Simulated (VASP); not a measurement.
# RbBr (Cm) in VASP: further runs

The runs below take RbBr through single point, with LDA.

Program: VASP 6.6.1. These are calculated values, not measurements. Logs are shortened: lines on timing, memory, paths and dates and some standing lists are left out, and cuts for length are marked.

### 1 The cell of the first run

Symmetry: Cm, No. 8, monoclinic system. The conventional cell has a = 8.396 Å, b = 4.847 Å, c = 4.847 Å, α = 90.00°, β = 125.26°, γ = 90.00°. Rb (site symmetry m) has 6 Br at 2.89 to 4.07 Å within 4.1 Å. Br (site symmetry m) has 6 Rb at 2.89 to 4.07 Å within 4.1 Å.

### 2 Single point, LDA (atom 1 (Rb) moved by (-0.600, -0.600) A along [1 1 0] and z)

INCAR reads:

```
ALGO     = Normal         # electronic algorithm
EDIFF    = 1E-7           # SCF threshold, eV
ENCUT    = 520            # plane-wave cutoff, eV
GGA      = CA             # functional
ISIF     = 2              # what is computed and relaxed
ISMEAR   = 0              # smearing method
LASPH    = True           # aspherical terms in the spheres
LCHARG   = False          # write CHGCAR
LREAL    = False          # projectors in reciprocal space
LWAVE    = False          # write WAVECAR
NBANDS   = 15             # bands
NELM     = 100            # most SCF steps
PREC     = Accurate       # precision mode
SIGMA    = 0.05           # smearing width, eV
```

KPOINTS reads:

```
k-points
0
Gamma
  6 6 6
```

POSCAR reads:

```
RbBr
1.0
    0.0000000000      3.4275000000      3.4275000000
    3.4275000000      0.0000000000      3.4275000000
    3.4275000000      3.4275000000      0.0000000000
Rb Br
1 1
Direct
   -0.0875273523     -0.0875273523     -0.0362550164
    0.5000000000      0.5000000000      0.5000000000
```

Potentials or basis: VASP PAW LDA potentials, release 64 (Rb_sv, Br).

Started as:

```
$ cat potpaw_LDA.64/Rb_sv/POTCAR potpaw_LDA.64/Br/POTCAR > POTCAR
$ mpirun -np 1 vasp_std > vasp.out
```

OUTCAR:

```text
EDIFF = 1E-7
   ENCUT = 520
   GGA = CA
   ISIF = 2
   ISMEAR = 0
   LASPH = True
   LREAL = False
   NELM = 100
   PREC = Accurate

 ion  position               nearest neighbor table
   1  0.912  0.912  0.964-   2 2.89   2 3.09   2 3.09   2 3.92   2 3.92   2 4.07
   2  0.500  0.500  0.500-   1 2.89   1 3.09   1 3.09   1 3.92   1 3.92   1 4.07

  LATTYP: Found a face centered cubic cell.
 ALAT       =     6.8550000000

  Lattice vectors:

 A1 = (   0.0000000000,   3.4275000000,   3.4275000000)
 A2 = (   3.4275000000,   0.0000000000,   3.4275000000)
 A3 = (   3.4275000000,   3.4275000000,   0.0000000000)

Analysis of symmetry for initial positions (statically):
=====================================================================
 Subroutine PRICEL returns:
 Original cell was already a primitive cell.

 Routine SETGRP: Setting up the symmetry group for a
 face centered cubic supercell.

 Subroutine GETGRP returns: Found  2 space group operations
 (whereof  2 operations were pure point group operations)
 out of a pool of 48 trial point group operations.

The static configuration has the point symmetry C_1h.

Analysis of symmetry for dynamics (positions and initial velocities):
=====================================================================
 Subroutine PRICEL returns:
 Original cell was already a primitive cell.

 Routine SETGRP: Setting up the symmetry group for a
 face centered cubic supercell.

 Subroutine GETGRP returns: Found  2 space group operations
 (whereof  2 operations were pure point group operations)
 out of a pool of 48 trial point group operations.

The dynamic configuration has the point symmetry C_1h.

 Subroutine INISYM returns: Found  2 space group operations
 (whereof  2 operations are pure point group operations),
 and found     1 'primitive' translations

----------------------------------------------------------------------------------------

                                     Primitive cell

  volume of cell :      80.5309

  direct lattice vectors                    reciprocal lattice vectors
     0.000000000  3.427500000  3.427500000    -0.145878920  0.145878920  0.145878920
     3.427500000  0.000000000  3.427500000     0.145878920 -0.145878920  0.145878920
     3.427500000  3.427500000  0.000000000     0.145878920  0.145878920 -0.145878920

  length of vectors
     4.847216985  4.847216985  4.847216985     0.252669702  0.252669702  0.252669702

  position of ions in fractional coordinates (direct lattice)
     0.912472648  0.912472648  0.963744984
     0.500000000  0.500000000  0.500000000

  ion indices of the primitive-cell ions
   primitive index   ion index
                 1           1
                 2           2

----------------------------------------------------------------------------------------

 KPOINTS: k-points

Automatic generation of k-mesh.
 Grid dimensions read from file:
 generate k-points for:    6    6    6

 Generating k-lattice:

  Cartesian coordinates                     Fractional coordinates (reciprocal lattice)
    -0.024313153  0.024313153  0.024313153     0.166666667  0.000000000  0.000000000
     0.024313153 -0.024313153  0.024313153     0.000000000  0.166666667  0.000000000
     0.024313153  0.024313153 -0.024313153     0.000000000  0.000000000  0.166666667

  Length of vectors
     0.042111617  0.042111617  0.042111617

  Shift w.r.t. Gamma in fractional coordinates (k-lattice)
     0.000000000  0.000000000  0.000000000

 Subroutine IBZKPT returns following result:
 ===========================================

 Found     68 irreducible k-points:

 Following reciprocal coordinates:
            Coordinates               Weight
  0.000000  0.000000  0.000000      1.000000
  0.166667  0.000000  0.000000      4.000000
  0.000000  0.000000  0.166667      2.000000
  0.166667  0.166667  0.166667      2.000000
  0.333333  0.000000  0.000000      4.000000
  0.000000  0.000000  0.333333      2.000000
[... 16 lines left out ...]
  0.166667  0.166667 -0.333333      2.000000
  0.500000  0.333333  0.500000      4.000000
 [... further k-points ...]
   k-points           NKPTS =     68   k-points in BZ     NKDIM =     68   number of bands    NBANDS=     15
   number of dos      NEDOS =    301   number of ions     NIONS =      2
   total plane-waves  NPLWV =  46656
   dimension x,y,z NGX =    36 NGY =   36 NGZ =   36
   dimension x,y,z NGXF=    72 NGYF=   72 NGZF=   72
   ions per type =               1   1
   NGX,Y,Z   is equivalent  to a cutoff of  12.35, 12.35, 12.35 a.u.
   NGXF,Y,Z  is equivalent  to a cutoff of  24.69, 24.69, 24.69 a.u.
 SYSTEM =  unknown system
   PREC   = accura    normal or accurate (medium, high low for compatibility)
   ISTART =      0    job   : 0-new  1-cont  2-samecut
   ICHARG =      2    charge: 1-file 2-atom 10-const
   ISPIN  =      1    spin polarized calculation?
   LNONCOLLINEAR =      F non collinear calculations
   LSORBIT =      F    spin-orbit coupling
   LASPH  =      T    aspherical Exc in radial PAW
   ENCUT  =  520.0 eV  38.22 Ry    6.18 a.u.   9.01  9.01  9.01*2*pi/ulx,y,z
   NELM   =    100;   NELMIN=  2; NELMDL= -5     # of ELM steps
   EDIFF  = 0.1E-06   stopping-criterion for ELM
   LREAL  =      F    real-space projection
   EDIFFG = 0.1E-05   stopping-criterion for IOM
   NSW    =      0    number of steps for IOM
   IBRION =     -1    ionic relax: 0-MD 1-quasi-New 2-CG
   NFREE  =      0    steps in history (QN), initial steepest desc. (CG)
   ISIF   =      2    stress and relaxation
   ISYM   =      2    0-nonsym 1-usesym 2-fastsym
   POTIM  = 0.5000    time-step for ionic-motion
   TEBEG  =    0.0;   TEEND  =   0.0 temperature during run
   PSTRESS=    0.0 pullay stress
   NELECT =      16.0000    total number of electrons
   NUPDOWN=      -1.0000    fix difference up-down
   EMIN   =  10.00;   EMAX   =-10.00  energy-range for DOS
   EFERMI =   0.00;   METHOD = LEGACY
   ISMEAR =     0;   SIGMA  =   0.05  broadening in eV -4-tet -1-fermi 0-gaus
   EFERMI_NEDOS =   21; number of points for ismear=-14 and -15
   IALGO  =     38    algorithm
   IMIX   =      4    mixing-type and parameters
     AMIX     =   0.40;   BMIX     =  1.00
     AMIX_MAG =   1.60;   BMIX_MAG =  1.00
  volume/ion in A,a.u.               =      40.27       271.72
  Fermi-wavevector in a.u.,A,eV,Ry     =   0.955273  1.805204 12.415941  0.912546
  Thomas-Fermi vector in A             =   2.084095
   LORBIT       =      0    0 simple, 1 ext, 2 COOP (PROOUT), +10 PAW based schemes
   GGA     = CA    functional components
   LHFCALC =     F    Hartree Fock is set to
   AEXX    =    0.0000 exact exchange contribution
   IVDW    =     0    specifies the selected vdW correction
   LEPSILON=     F    determine dielectric tensor
   LRPA    =     F    only Hartree local field effects (RPA)
 non-spin polarized calculation
 Gauss-broadening in eV      SIGMA  =   0.05
  energy-cutoff  :      520.00
  volume of cell :       80.53
 maximum number of plane-waves:      2200
   NGX = 17   NGY = 17   NGZ = 17

 number of electron      15.9999999 magnetization

 Free energy of the ion-electron system (eV)
  ---------------------------------------------------
  ext. energy  EPLUGINS =         0.00000000
  ---------------------------------------------------
  free energy    TOTEN  =        -6.30488213 eV

  energy without entropy =       -6.30488213  energy(sigma->0) =       -6.30488213

 E-fermi :  -1.7755     XC(G=0):  -7.6560

 val. band max:       -2.0726251347   @ k =   0.0000   0.0000   0.5000
 cond. band min:       1.9662588067   @ k =   0.0000   0.0000   0.0000
 fundamental gap:      4.0388839413
 Fermi energy:        -1.7754575604

 k-point     1 :       0.0000    0.0000    0.0000
  band No.  band energies     occupation
      1     -26.1164      2.00000
      2     -14.2741      2.00000
      3     -10.3767      2.00000
      4     -10.3067      2.00000
      5     -10.2338      2.00000
      6      -2.1984      2.00000
      7      -2.1227      2.00000
      8      -2.0978      2.00000
      9       1.9663      0.00000
     10       5.1446      0.00000
     11       5.3762      0.00000
     12       6.2935      0.00000
     13       6.6612      0.00000
     14       6.9277      0.00000
     15       7.7931      0.00000

 k-point     2 :       0.1667    0.0000    0.0000
  band No.  band energies     occupation
      1     -26.1130      2.00000
      2     -14.3034      2.00000
      3     -10.3833      2.00000
      4     -10.3190      2.00000
      5     -10.2002      2.00000
      6      -2.4350      2.00000
      7      -2.1491      2.00000
      8      -2.1154      2.00000
      9       2.5705      0.00000
     10       4.8892      0.00000
     11       5.2629      0.00000
     12       6.0562      0.00000
     13       7.3860      0.00000
     14       7.6820      0.00000
     15       8.8255      0.00000

 k-point     3 :       0.0000    0.0000    0.1667
  band No.  band energies     occupation
      1     -26.1127      2.00000
      2     -14.3124      2.00000
      3     -10.3729      2.00000
      4     -10.3174      2.00000
      5     -10.1986      2.00000
      6      -2.3899      2.00000
      7      -2.2001      2.00000
      8      -2.0920      2.00000
      9       2.5817      0.00000
     10       4.7373      0.00000
     11       5.3148      0.00000
     12       6.0775      0.00000
     13       7.3335      0.00000
     14       7.7840      0.00000
     15       8.8237      0.00000

 k-point     4 :       0.1667    0.1667    0.1667
  band No.  band energies     occupation
      1     -26.1140      2.00000
      2     -14.2750      2.00000
      3     -10.3809      2.00000
      4     -10.3100      2.00000
      5     -10.2463      2.00000
      6      -2.3862      2.00000
      7      -2.2682      2.00000
      8      -2.1780      2.00000
      9       2.5973      0.00000
     10       5.4560      0.00000
     11       5.6368      0.00000
     12       5.7518      0.00000
     13       7.0590      0.00000
     14       7.2628      0.00000
     15       9.0179      0.00000
[... 307 lines left out ...]
 k-point    22 :       0.1667    0.0000    0.5000
  band No.  band energies     occupation
      1     -26.1012      2.00000
      2     -14.3976      2.00000
      3     -10.4033      2.00000
      4     -10.3751      2.00000
      5     -10.1161      2.00000
      6      -2.8107      2.00000
      7      -2.2583      2.00000
      8      -2.1107      2.00000
      9       4.0909      0.00000
     10       4.7189      0.00000
     11       5.9424      0.00000
     12       7.4235      0.00000
     13       7.7398      0.00000
     14       7.9516      0.00000
     15       8.8265      0.00000

 k-point    23 :       0.1667    0.1667   -0.3333
  band No.  band energies     occupation
      1     -26.1009      2.00000
      2     -14.4075      2.00000
      3     -10.3821      2.00000
      4     -10.3643      2.00000
      5     -10.1351      2.00000
      6      -2.8146      2.00000
      7      -2.1931      2.00000
      8      -2.1465      2.00000
      9       4.1690      0.00000
     10       4.9071      0.00000
     11       5.7987      0.00000
     12       6.4205      0.00000
     13       7.8214      0.00000
     14       8.2951      0.00000
     15       9.1717      0.00000

 k-point    24 :       0.5000    0.3333    0.5000
  band No.  band energies     occupation
      1     -26.1050      2.00000
      2     -14.2879      2.00000
      3     -10.4405      2.00000
      4     -10.3748      2.00000
      5     -10.2183      2.00000
      6      -2.8491      2.00000
      7      -2.4538      2.00000
      8      -2.3137      2.00000
      9       4.5468      0.00000
     10       5.6516      0.00000
     11       6.6328      0.00000
     12       7.2298      0.00000
     13       7.5746      0.00000
     14       8.4620      0.00000
     15       8.5156      0.00000

 [... further k-points ...]

------------------------ aborting loop because EDIFF is reached ----------------------------------------

  FORCE on cell =-STRESS in cart. coord.  units (eV):
  Direction    XX          YY          ZZ          XY          YZ          ZX
  --------------------------------------------------------------------------------------
  -------------------------------------------------------------------------------------
  Total        0.4484482      0.4484482      2.2577050     -0.3007240     -0.6621182     -0.6621182
  in kB        8.9219650      8.9219650     44.9174809     -5.9829626    -13.1729705    -13.1729705
  external PRESSURE =      20.9204703 kB  Pullay stress =       0.0000000 kB

 VOLUME and BASIS-vectors are now :
 -----------------------------------------------------------------------------
  energy-cutoff  :      520.00
  volume of cell :       80.53
      direct lattice vectors                 reciprocal lattice vectors
     0.000000000  3.427500000  3.427500000    -0.145878920  0.145878920  0.145878920
     3.427500000  0.000000000  3.427500000     0.145878920 -0.145878920  0.145878920
     3.427500000  3.427500000  0.000000000     0.145878920  0.145878920 -0.145878920

 POSITION                                       TOTAL-FORCE (eV/Angst)
 -----------------------------------------------------------------------------------
      6.43074      6.43074      6.25500         0.267013      0.267013      0.975129
      3.42750      3.42750      3.42750        -0.267013     -0.267013     -0.975129
 -----------------------------------------------------------------------------------
    total drift:                                0.000007      0.000007     -0.000002

  FREE ENERGIE OF THE ION-ELECTRON SYSTEM (eV)
  ---------------------------------------------------
  free  energy   TOTEN  =        -6.3048821251 eV

  energy  without entropy=       -6.3048821251  energy(sigma->0) =       -6.30488213
```

It took 62 s on 1 thread of Intel Xeon Platinum 8259CL at 2.50GHz (Skylake/Cascade Lake), shared host; peak memory 0.22 GiB.

What came out:

```yaml
Free_energy: -6.3049 eV
Pressure: 2.1 GPa
Largest_force: 1.046 eV/Å
Band_gap_on_the_k_mesh: 4.04 eV (least direct gap 4.06 eV)
```

Forces in eV/Å, atoms in the order of the input:
```
Rb   0.267  0.267  0.975
Br  -0.267 -0.267 -0.975
```

Stress tensor (GPa, compression positive):
```
 0.89 -0.60 -1.32
-0.60  0.89 -1.32
-1.32 -1.32  4.49
```

Levels at points of the mesh, in eV from the valence-band top:
```tsv
k point	band 4	band 5	band 6	band 7	band 8	band 9	band 10	band 11	band 12	band 13
(0.00, 0.00, 0.00)	-8.23	-8.16	-0.13	-0.05	-0.03	4.04	7.22	7.45	8.37	8.73
(0.50, 0.00, 0.00)	-8.25	-8.07	-0.92	-0.15	-0.05	6.08	7.12	8.21	9.44	9.62
(0.00, 0.00, 0.50)	-8.28	-8.04	-0.90	-0.14	0.00	6.11	6.89	8.19	9.26	9.67
(0.50, 0.50, 0.50)	-8.25	-8.21	-0.89	-0.39	-0.32	6.50	8.09	9.11	9.42	10.06
(0.50, 0.50, 0.00)	-8.34	-8.14	-0.29	-0.23	-0.05	5.88	6.81	7.53	9.32	10.57
(0.00, 0.50, 0.50)	-8.36	-8.14	-0.38	-0.30	-0.02	6.11	6.69	8.08	9.30	10.57
```

Caveat: the cell differs from its parent crystal (atom 1 (Rb) moved by (-0.600, -0.600) A along [1 1 0] and z); forces of over 1 eV/Å act on the atoms, so gaps and moduli don't describe the material at rest. A k mesh can miss the band edges.

(Continued in part 2 of 2.)
